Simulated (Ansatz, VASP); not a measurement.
# Si: VASP beside Ansatz

The input INCAR:

```
PREC = Accurate
ENCUT = 520
EDIFF = 1E-8
ISMEAR = -1
SIGMA = 0.08
LREAL = F
LASPH = T
NELM = 100
ALGO = Normal
ISIF = 2
LWAVE = F
LCHARG = F
GGA = PE
LEFG = T
NBANDS = 11
```

The input KPOINTS:

```
regular mesh
0
Gamma
  11 11 11
```

Contents of POSCAR:

```
Si
1.0
   -0.0271547000      2.7018926500      2.7018926500
    2.7018926500     -0.0271547000      2.7018926500
    2.7018926500      2.7018926500     -0.0271547000
Si
2
Direct
    0.5000000000      0.5000000000      0.5000000000
    0.7500000000      0.7500000000      0.7500000000
```

Input for Ansatz:

```yaml
crystal:
  lattice:
    - [-0.0271547, 2.70189265, 2.70189265]
    - [2.70189265, -0.0271547, 2.70189265]
    - [2.70189265, 2.70189265, -0.0271547]
  atoms:
    - { symbol: Si, position: [0.5, 0.5, 0.5] }
    - { symbol: Si, position: [0.75, 0.75, 0.75] }
kpoints:
  mp_grid: { grid: [11, 11, 11] }
scf:
  occupations: { method: fermi_dirac, width: 0.08 }
hamiltonian:
  xc: pbe
  pseudopotentials: { kind: all_electron, datasets: crystal }
output:
  forces: true
  stress: true
  eigenvalues: true
  efg: { contact_densities: true }
```

Change from the starting cell: equal xy, yz and zx shear strains of -1 %, crystal datasets.

Alike in both runs: task electric field gradients; functional PBE; k mesh 11 × 11 × 11; occupations fermi-dirac, width 0.08 eV; no spin polarisation.

|  | VASP | Ansatz |
| --- | --- | --- |
| version | VASP 6.6.1 | Ansatz 0.2.0 |
| potentials or method | VASP PAW PBE potentials, release 64 (Si), cutoff 520 eV | all-electron PAW with datasets made for the crystal, scalar-relativistic |

```tsv
	VASP	Ansatz	Ansatz less VASP
pressure (GPa)	2.0	2.0	+0.04
traceless stress, the component that is largest in VASP (GPa)	1.07	1.07	-0.004
rms of the force components (eV/Å)	0.105	0.105	+0.0006
size of Vzz on the site where it differs most (V/Å²)	4.1	3.9	-0.20
```

Atom by atom the forces differ by 0.001 eV/Å (rms over components). Ansatz ran all-electron here, and VASP with PAW potentials.
